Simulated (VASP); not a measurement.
Wanted: the native input for a VASP 6.6.1 run.

| Quantity | Value |
| --- | --- |
| Task | single point |
| Functional | r2SCAN |
| Potentials or basis | VASP PAW PBE potentials, release 64 (Ca_sv, Se) |
| Cutoff | 520 eV |
| k mesh | 8 × 8 × 8 |
| Occupations | gaussian, width 0.01 eV |
| Spin | no spin polarisation |
| Dipole correction | no |
| Further INCAR settings | ALGO = Normal; EDIFF = 1e-06; NBANDS = 15 |

CaSe:

```
CELL_PARAMETERS angstrom
3.69476 0.00000 0.00000
0.00000 3.69476 0.00000
0.00000 0.00000 3.69476
ATOMIC_POSITIONS crystal
Ca 0.00000 0.00000 0.00000
Se 0.50000 0.50000 0.50000
```

This cell differs from its parent crystal: strain +1.7%.

These files were run (other wordings do the same):

POSCAR

```
CaSe
1.0
    3.6947588700      0.0000000000      0.0000000000
    0.0000000000      3.6947588700      0.0000000000
    0.0000000000      0.0000000000      3.6947588700
Ca Se
1 1
Direct
    0.0000000000      0.0000000000      0.0000000000
    0.5000000000      0.5000000000      0.5000000000
```

INCAR.step1

```
ALGO = Normal
EDIFF = 1E-4
ENCUT = 520
GGA = PE
ISMEAR = 0
LASPH = T
LCHARG = F
LREAL = F
LWAVE = T
NBANDS = 15
NELM = 60
PREC = Accurate
SIGMA = 0.01
```

INCAR.step2

```
ALGO = Normal
EDIFF = 1E-6
ENCUT = 520
ISIF = 2
ISMEAR = 0
ISTART = 1
LASPH = T
LCHARG = F
LMIXTAU = T
LREAL = F
LWAVE = F
METAGGA = R2SCAN
NBANDS = 15
NELM = 60
PREC = Accurate
SIGMA = 0.01
```

KPOINTS

```
k-points
0
Gamma
  8 8 8
```

Potentials or basis: VASP PAW PBE potentials, release 64 (Ca_sv, Se).

Run with:

```console
$ cat potpaw_PBE.64/Ca_sv/POTCAR potpaw_PBE.64/Se/POTCAR > POTCAR
$ cp INCAR.step1 INCAR
$ mpirun -np 1 vasp_std > vasp.out
$ cp INCAR.step2 INCAR
$ mpirun -np 1 vasp_std > vasp.out
```

Results of the run:

The pressure is -2.3 GPa. The band gap on the k mesh is 1.31 eV.

Caveat: the cell differs from its parent crystal (strain +1.7%); the PAW data sets were made with another functional, which shifts forces and pressure a little.

Wall time 40 s on 1 thread of Intel(R) Xeon(R) 6975P-C (Granite Rapids), with other jobs on the host, peak memory 0.17 GiB.
